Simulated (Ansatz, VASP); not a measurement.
**One calculation of Be3Te2Se, two programs**

```
Be Te Se
1.0
    -1.88350    1.88350    7.99000
     1.88350   -1.88350    7.99000
     1.88350    1.88350   -7.99000
Be Te Se
3 2 1
Cartesian
  0.0000 1.8835 3.9950
  1.8835 0.0000 1.3316
  1.8835 0.0000 6.6584
  0.0000 0.0000 10.6539
  0.0000 0.0000 5.3261
  0.0000 0.0000 0.0000
```

Alike in both runs: task relaxation of cell and atoms; functional PBE; k mesh 4 × 4 × 4; occupations gaussian, width 0.15 eV; no spin polarisation.

|  | VASP | Ansatz |
| --- | --- | --- |
| version | VASP 6.6.1 | Ansatz 0.2.0 |
| potentials or method | VASP PAW PBE potentials, release 64 (Be, Te, Se), cutoff 600 eV | scalar-relativistic, plane waves, PAW |
| valence electrons in the cell | 24 | 54 |

|  | VASP | Ansatz | Ansatz less VASP |
| --- | --- | --- | --- |
| gap on the k mesh at the Fermi level, each at its own relaxed structure (eV) | 2.02 | 2.02 | +0.002 |
| relaxed volume (Å³/atom) | 21.01 | 21.00 | -0.011 |
| relaxed cell length with the largest relative difference (Å) | 8.654 | 8.633 | -0.0211 |

VASP's potentials hold 24 valence electrons a cell and Ansatz's 54, so a difference there can come from the potentials and not from the codes.

The k mesh is coarse, so the values compare programs but aren't converged. Spin-orbit coupling is off throughout.
